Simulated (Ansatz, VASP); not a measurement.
# One calculation of Si, two programs

INCAR

```
PREC     = Accurate       # precision mode
ENCUT    = 600            # plane-wave cutoff, eV
EDIFF    = 1E-6           # SCF threshold, eV
ISMEAR   = 0              # smearing method
SIGMA    = 0.1            # smearing width, eV
LREAL    = False          # projectors in reciprocal space
LASPH    = True           # aspherical terms in the spheres
NELM     = 80             # most SCF steps
ALGO     = Normal         # electronic algorithm
ISIF     = 3              # what is computed and relaxed
LWAVE    = False          # write WAVECAR
LCHARG   = False          # write CHGCAR
GGA      = PE             # functional
IBRION   = 2              # ionic algorithm
NSW      = 100            # ionic steps
EDIFFG   = -0.01          # ionic threshold
```

KPOINTS

```
regular mesh
0
Gamma
  20 22 12
```

POSCAR

```
Si
1.0
    2.6449354542      0.0000000000      0.0000000000
    0.0000000000      2.4955983840      0.0000000000
   -0.2697534574      0.0000000000      4.5850455146
Si
2
Direct
    0.7310398407      0.5000000000      0.2533760115
    0.2689601593      0.5000000000      0.7466239885
```

Input for Ansatz:

```yaml
crystal:
  lattice:
    - [2.6449354542, 0.0, 0.0]
    - [0.0, 2.495598384, 0.0]
    - [-0.2697534574, 0.0, 4.5850455146]
  atoms:
    - { symbol: Si, position: [0.7310398407, 0.5, 0.2533760115] }
    - { symbol: Si, position: [0.2689601593, 0.5, 0.7466239885] }
basis:
  ecutwfc: 420
kpoints:
  mp_grid: { grid: [20, 22, 12] }
hamiltonian:
  xc: pbe
scf:
  occupations: { method: gaussian, width: 0.1 }
output:
  forces: true
  stress: true
  eigenvalues: true
relax:
  adjacent_minimum: "off"
  f_tol: 0.01
  max_steps: 80
  cell: { stress_tol: 0.05 }
```

Change from the starting cell: the structure that the rattled cell fell into.

Alike in both runs: task relaxation of cell and atoms; functional PBE; k mesh 20 × 22 × 12; occupations gaussian, width 0.1 eV; no spin polarisation.

```csv
,VASP,Ansatz
version,VASP 6.6.1,Ansatz 0.2.0
potentials or method,"VASP PAW PBE potentials, release 64 (Si), cutoff 600 eV","scalar-relativistic, plane waves, PAW"
valence electrons in the cell,8,8
```

```tsv
	VASP	Ansatz	Ansatz less VASP
gap on the k mesh at the Fermi level, each at its own relaxed structure (eV)	none	none	-
relaxed volume (Å³/atom)	15.10	15.11	+0.008
relaxed length of the cell vector where the two differ most in proportion (Å)	4.621	4.625	+0.0034
```

A gap of «none» marks a metal or a gap that the smearing closes.
